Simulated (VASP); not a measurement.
A run of VASP 6.6.1 is set up as follows.

INCAR

```
SYSTEM = Si
  ALGO = Normal
  EDIFF = 1E-6
  ENCUT = 520
  GGA = CA
  ISIF = 2
  ISMEAR = 0
  LASPH = .True.
  LCHARG = .False.
  LREAL = .False.
  LWAVE = .False.
  NBANDS = 11
  NELM = 100
  PREC = Accurate
  SIGMA = 0.15
```

Contents of KPOINTS:

```
k-points
0
Gamma
  20 20 20
  0 0 0
```

File POSCAR:

```
Si
1.0
   -2.3002311354      2.3002311354      1.3691433516
    2.3002311354     -2.3002311354      1.3691433516
    2.3002311354      2.3002311354     -1.3691433516
Si
2
Direct
    0.2500000000      0.7500000000      0.5000000000
    0.5000000000      0.5000000000      0.0000000000
```

Potentials or basis: VASP PAW LDA potentials, release 64 (Si).

Command:

```bash
$ cat potpaw_LDA.64/Si/POTCAR > POTCAR
$ mpirun -np 1 vasp_std > vasp.out
```

(1) Predict the pressure.

(2) What does it give for the band gap on the k mesh?

Answers

(1) 4.6 GPa.

(2) zero (bands 4 and 5 overlap by 7.37 eV).

Caveat: the cell differs from its parent crystal (strain -0.030 along x and y, +0.030 along z); the cell stands under pressure.
